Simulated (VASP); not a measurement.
# Ta12HCN12F3 in VASP: single point with PBE+D3(BJ)

Aim: the single point of Ta12HCN12F3 with PBE+D3(BJ).

Program: VASP 6.6.1. These are calculated values, not measurements. Logs are shortened: lines on timing, memory, paths and dates and some standing lists are left out, and cuts for length are marked.

### Step 1. The cell of the first run

The cell holds a slab with vacuum, 29 atoms: a = 6.201 Å, b = 6.201 Å, c = 23.955 Å, α = 90.00°, β = 90.00°, γ = 90.00°.

### Step 2. Single point, PBE+D3(BJ)

Input file INCAR:

```
ALGO = Normal
DIPOL = 0.5 0.5 0.468
EDIFF = 1E-6
ENCUT = 520
GGA = PE
IDIPOL = 3
ISIF = 2
ISMEAR = 0
IVDW = 12
LASPH = T
LCHARG = F
LDIPOL = T
LREAL = Auto
LWAVE = F
NBANDS = 129
NELM = 60
PREC = Accurate
SIGMA = 0.1
```

Input file KPOINTS:

```
k-points
0
Gamma
  3 3 1
```

Input file POSCAR:

```
Ta12HCN12F3
1.0
    6.2014901218      0.0000000000      0.0000000000
    0.0000000000      6.2014901218      0.0000000000
    0.0000000000      0.0000000000     23.9550157186
Ta N F C H
12 12 3 1 1
Direct
    0.5000000000      0.5000000000      0.3339592883
    0.5000000000      0.0000000000      0.3339592883
    0.0000000000      0.5000000000      0.3339592883
    0.0000000000      0.0000000000      0.3339592883
    0.7785312060      0.7500917371      0.4230922691
    0.7216545914      0.2507881557      0.4231561444
    0.2294698400      0.7509413134      0.4270006425
    0.2701732473      0.2498985113      0.4269944289
    0.0109543125     -0.0080205527      0.5111013282
    0.0113367592      0.5079758023      0.5109356828
    0.4883912240      0.0076137686      0.5109364082
    0.4891998965      0.4927850621      0.5105863450
    0.2500000000      0.2500000000      0.3339592883
    0.2500000000      0.7500000000      0.3339592883
    0.7500000000      0.2500000000      0.3339592883
    0.7500000000      0.7500000000      0.3339592883
    0.5017758404      0.5323395509      0.4231581502
    0.5033784947     -0.0313816165      0.4234529392
   -0.0019651497      0.4688804712      0.4233797958
   -0.0034715024      0.0320756460      0.4235589877
    0.7514229529      0.7500260159      0.5192233931
    0.7477847457      0.2500447236      0.5190970874
    0.2573344585      0.7502876315      0.5291377873
    0.2422751305      0.2498837668      0.5288362251
    0.5020146579      0.8172871443      0.6662252103
    0.5430285302      0.4847969226      0.6363486025
    0.2356189958      0.5868419439      0.6734787408
    0.4514445379      0.6096516444      0.6762731179
    0.5111656942      0.5599947233      0.7175269294
```

Potentials or basis: VASP PAW PBE potentials, release 64 (Ta_pv, N, F, C, H).

On the command line:

```bash
$ cat potpaw_PBE.64/Ta_pv/POTCAR potpaw_PBE.64/N/POTCAR potpaw_PBE.64/F/POTCAR potpaw_PBE.64/C/POTCAR potpaw_PBE.64/H/POTCAR > POTCAR
$ mpirun -np 1 vasp_std > vasp.out
```

OUTCAR:

```text
EDIFF = 1E-6
   ENCUT = 520
   GGA = PE
   ISIF = 2
   ISMEAR = 0
   IVDW = 12
   LASPH = T
   LREAL = Auto
   NELM = 60
   PREC = Accurate
 IVDW          = 12

 ion  position               nearest neighbor table
   1  0.500  0.500  0.334-  17 2.15  14 2.19  15 2.19  16 2.19  13 2.19   6 2.97   8 3.07   3 3.10
                             2 3.10   2 3.10   3 3.10   5 3.15   7 3.19
   2  0.500  0.000  0.334-  18 2.15  14 2.19  15 2.19  16 2.19  13 2.19   6 2.98   8 3.07   4 3.10
                             1 3.10   1 3.10   4 3.10   5 3.15   7 3.19
   3  0.000  0.500  0.334-  19 2.15  14 2.19  15 2.19  16 2.19  13 2.19   5 2.98   7 3.07   4 3.10
                             1 3.10   4 3.10   1 3.10   6 3.15   8 3.19
   4  0.000  0.000  0.334-  20 2.16  14 2.19  15 2.19  16 2.19  13 2.19   5 2.97   7 3.06   3 3.10
                             2 3.10   3 3.10   2 3.10   6 3.16   8 3.19
   5  0.779  0.750  0.423-  16 2.14  18 2.18  17 2.18  20 2.21  19 2.21  21 2.31   7 2.80  10 2.96
                             9 2.96   4 2.97   3 2.98   6 3.12   6 3.13   2 3.15   1 3.15  12 3.19
   6  0.722  0.251  0.423-  15 2.14  20 2.18  19 2.18  18 2.21  17 2.22  22 2.30   8 2.80  12 2.95
                            11 2.96   1 2.97   2 2.98   5 3.12   5 3.13   3 3.15   4 3.16  10 3.19
   7  0.229  0.751  0.427-  17 2.17  18 2.17  14 2.23  19 2.26  20 2.27  23 2.45   5 2.80   9 2.85
                            10 2.85  11 3.03  12 3.03   4 3.06   3 3.07   8 3.10   8 3.12   2 3.19
   8  0.270  0.250  0.427-  19 2.17  20 2.17  13 2.23  17 2.27  18 2.27  24 2.45   6 2.80  12 2.85
                            11 2.85  10 3.03   9 3.03   2 3.07   1 3.07   7 3.10   7 3.12   4 3.19
   9  0.011  0.992  0.511-  20 2.11  23 2.18  24 2.19  21 2.21  22 2.29   7 2.85   5 2.96  11 2.96
[... 7 lines left out ...]
  13  0.250  0.250  0.334-   1 2.19   2 2.19   3 2.19   4 2.19   8 2.23
  14  0.250  0.750  0.334-   1 2.19   2 2.19   3 2.19   4 2.19   7 2.23
  15  0.750  0.250  0.334-   6 2.14   2 2.19   3 2.19   4 2.19   1 2.19
  16  0.750  0.750  0.334-   5 2.14   2 2.19   3 2.19   4 2.19   1 2.19
  17  0.502  0.532  0.423-  12 2.11   1 2.15   7 2.17   5 2.18   6 2.22   8 2.27
  18  0.503  0.969  0.423-  11 2.11   2 2.15   7 2.17   5 2.18   6 2.21   8 2.27
  19  0.998  0.469  0.423-  10 2.11   3 2.15   8 2.17   6 2.18   5 2.21   7 2.26
  20  0.997  0.032  0.424-   9 2.11   4 2.16   8 2.17   6 2.18   5 2.21   7 2.27
  21  0.751  0.750  0.519-   9 2.21  10 2.21  12 2.29  11 2.29   5 2.31
  22  0.748  0.250  0.519-  12 2.21  11 2.21   9 2.29  10 2.30   6 2.30
  23  0.257  0.750  0.529-   9 2.18  10 2.19  11 2.19  12 2.19   7 2.45
  24  0.242  0.250  0.529-  11 2.18   9 2.19  10 2.19  12 2.19   8 2.45
  25  0.502  0.817  0.666-  28 1.35
  26  0.543  0.485  0.636-  28 1.36
  27  0.236  0.587  0.673-  28 1.35
  28  0.451  0.610  0.676-  29 1.10  25 1.35  27 1.35  26 1.36
  29  0.511  0.560  0.718-  28 1.10

  LATTYP: Found a simple tetragonal cell.
 ALAT       =     6.2014901218
 C/A-ratio  =     3.8627838226

[... 186 lines left out ...]
     AMIX_MAG =   1.60;   BMIX_MAG =  1.00
  volume/ion in A,a.u.               =      31.77       214.38
  Fermi-wavevector in a.u.,A,eV,Ry     =   1.012583  1.913505 13.950396  1.025325
  Thomas-Fermi vector in A             =   2.145701
   LORBIT       =      0    0 simple, 1 ext, 2 COOP (PROOUT), +10 PAW based schemes
   GGA     = PE    functional components
   LHFCALC =     F    Hartree Fock is set to
   AEXX    =    0.0000 exact exchange contribution
   IVDW    =    12    specifies the selected vdW correction
   LEPSILON=     F    determine dielectric tensor
   LRPA    =     F    only Hartree local field effects (RPA)
 non-spin polarized calculation
 Gauss-broadening in eV      SIGMA  =   0.10
  energy-cutoff  :      520.00
  volume of cell :      921.27
 maximum number of plane-waves:     24869
 NGX is ok and might be reduce to    48
   NGX = 23   NGY = 23   NGZ = 89

 dipolmoment           0.000000      0.000000      0.144301 electrons x Angstroem

 number of electron     218.0000014 magnetization

 dipolmoment           0.000000      0.000000     -0.409346 electrons x Angstroem

 Free energy of the ion-electron system (eV)
  ---------------------------------------------------
  ext. energy  EPLUGINS =         0.00000000
  ---------------------------------------------------
  free energy    TOTEN  =      -281.09595804 eV

  energy without entropy =     -281.04921762  energy(sigma->0) =     -281.07258783

 E-fermi :   0.8300     XC(G=0):  -5.1724

 val. band max:        0.7969939317   @ k =  -0.3333   0.3333   0.0000
 cond. band min:       0.9198151574   @ k =   0.0000   0.3333   0.0000
 fundamental gap:      0.1228212257
 Fermi energy:         0.8299881658

 k-point     1 :       0.0000    0.0000    0.0000
  band No.  band energies     occupation
      1     -35.5651      2.00000
      2     -35.5546      2.00000
      3     -35.4775      2.00000
      4     -35.4550      2.00000
      5     -35.4478      2.00000
      6     -35.4302      2.00000
[... 609 lines left out ...]
    120       2.1679      0.00000
    121       2.2284      0.00000
 [bands above 121 left out]

------------------------ aborting loop because EDIFF is reached ----------------------------------------

 vacuum level on the upper side and lower side of the slab       (xc-potential included)        -1.079         0.808

 Edisp (eV)   -7.65447

 E8    (eV) :    -3.6219

  FORCE on cell =-STRESS in cart. coord.  units (eV):
  Direction    XX          YY          ZZ          XY          YZ          ZX
  --------------------------------------------------------------------------------------
  -------------------------------------------------------------------------------------
  Total     -28.13071   -23.26208     0.69260    -0.36943     0.17119    -0.13942
  in kB     -48.92182   -40.45484     1.20449    -0.64248     0.29771    -0.24246
  external pressure =      -29.39 kB  Pullay stress =        0.00 kB

 VOLUME and BASIS-vectors are now :
 -----------------------------------------------------------------------------
  energy-cutoff  :      520.00
  volume of cell :      921.27
      direct lattice vectors                 reciprocal lattice vectors
     6.201490122  0.000000000  0.000000000     0.161251567  0.000000000  0.000000000
     0.000000000  6.201490122  0.000000000     0.000000000  0.161251567  0.000000000
     0.000000000  0.000000000 23.955015719     0.000000000  0.000000000  0.041744911

 POSITION                                       TOTAL-FORCE (eV/Angst)
 -----------------------------------------------------------------------------------
      3.10075      3.10075      8.00000         0.216188     -0.402002      1.512934
      3.10075      0.00000      8.00000         0.220341      0.388300      1.438115
      0.00000      3.10075      8.00000        -0.229451      0.354677      1.426022
      0.00000      0.00000      8.00000        -0.207666     -0.370015      1.387678
      4.82805      4.65169     10.13518         0.010587      0.009131      0.015630
      4.47533      1.55526     10.13671        -0.024453     -0.010046      0.001907
[... 21 lines left out ...]
      2.79963      3.78075     16.20013         0.144777     -0.125774      0.362945
      3.16999      3.47280     17.18837         0.000721      0.004750      0.005789
 -----------------------------------------------------------------------------------
    total drift:                               -0.003507     -0.003247     -0.013292

  FREE ENERGIE OF THE ION-ELECTRON SYSTEM (eV)
  ---------------------------------------------------
  free  energy   TOTEN  =      -288.7504286420 eV

  energy  without entropy=     -288.7036882297  energy(sigma->0) =     -288.72705844

 vacuum level on the upper side and lower side of the slab         2.529         4.453
```

stdout:

```text
POSCAR found type information on POSCAR TaN F C H
 POSCAR found :  5 types and      29 ions
 scaLAPACK will be used
 LDA part: xc-table for (Slater+PW92), standard interpolation
 POSCAR, INCAR and KPOINTS ok, starting setup
 FFT: planning ... GRIDC
 FFT: planning ... GRID_SOFT
 FFT: planning ... GRID
 WAVECAR not read
 entering main loop
```

Wall time 25 min (1 thread of Intel Xeon 6975P-C (Granite Rapids), shared host); peak memory 1.1 GiB.

What came out:

```yaml
Free_energy: -288.7504 eV
Largest_force: 2.078 eV/Å
Band_gap_on_the_k_mesh: zero (bands 109 and 110 overlap by 0.43 eV)
Dispersion_energy_per_atom: -0.264 eV
```

Forces in eV/Å, atoms in the order of the input:
```
Ta   0.216 -0.402  1.513
Ta   0.220  0.388  1.438
Ta  -0.229  0.355  1.426
Ta  -0.208 -0.370  1.388
Ta   0.011  0.009  0.016
Ta  -0.024 -0.010  0.002
Ta  -0.008  0.002  0.019
Ta   0.015  0.004  0.007
Ta  -0.017  0.002  0.030
Ta  -0.013 -0.002  0.034
Ta   0.021 -0.010  0.015
Ta   0.011  0.009  0.020
N    0.217  0.007 -0.947
N   -0.215  0.009 -0.938
N    0.363  0.007 -2.046
N   -0.365 -0.004 -2.032
N    0.007  0.004  0.001
N   -0.008  0.007 -0.002
N   -0.006 -0.015 -0.004
N    0.006  0.011 -0.007
N    0.018  0.002  0.006
N    0.009 -0.003  0.016
N    0.000 -0.002  0.030
N   -0.013  0.004  0.027
F    0.098  0.404 -0.073
F    0.165 -0.236 -0.291
F   -0.415 -0.048 -0.016
C    0.145 -0.126  0.363
H    0.001  0.005  0.006
```

Caveat: spin-orbit coupling is left out, which moves the levels of the heavy elements.
